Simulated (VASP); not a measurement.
A run of VASP 6.6.1 is set up as follows.

INCAR

```
PREC = Accurate
ENCUT = 600
EDIFF = 1E-6
ISMEAR = 0
SIGMA = 0.1
LREAL = F
LASPH = T
NELM = 60
ALGO = Normal
ISIF = 3
LWAVE = F
LCHARG = F
GGA = PE
IBRION = 2
NSW = 90
EDIFFG = -0.04
```

Contents of KPOINTS:

```
Automatic mesh
0
Gamma
  4 4 4
```

File POSCAR:

```
LuNb3Si3
1.0
    5.0582925100      0.0000000000      0.0000000000
    0.0000000000      5.0582925100      0.0000000000
    0.0000000000      0.0000000000      5.0582925100
Lu Nb Si
1 3 3
Direct
    0.0000000000      0.0000000000      0.0000000000
    0.0000000000      0.5000000000      0.5000000000
    0.5000000000      0.0000000000      0.5000000000
    0.5000000000      0.5000000000      0.0000000000
    0.5000000000      0.0000000000      0.0000000000
    0.0000000000      0.5000000000      0.0000000000
    0.0000000000      0.0000000000      0.5000000000
```

Potentials or basis: VASP PAW PBE potentials, release 64 (Lu, Nb_sv, Si).

Command:

```bash
$ cat potpaw_PBE.64/Lu/POTCAR potpaw_PBE.64/Nb_sv/POTCAR potpaw_PBE.64/Si/POTCAR > POTCAR
$ mpirun -np 1 vasp_std > vasp.out
```

**Question.** Predict the band gap on the k mesh.

**Answer.** Zero (bands 38 and 39 overlap by 0.47 eV).

**Question.** Predict the space group after relaxing (to 0.1 Å).

**Answer.** Pm-3m (No. 221).

**Question.** Estimate the relaxed volume.

**Answer.** 19.46 Å³/atom.

Step by step:
```
step  energy change (eV)  largest force (eV/Å)  pressure (GPa)  volume (Å³)
   1              0.0000                0.0000            6.57       129.42
   2              0.0221                0.0000           -5.90       144.15
   3             -0.1321                0.0000           -0.07       136.24
```

Caveat: spin-orbit coupling is left out, which moves the levels of the heavy elements.
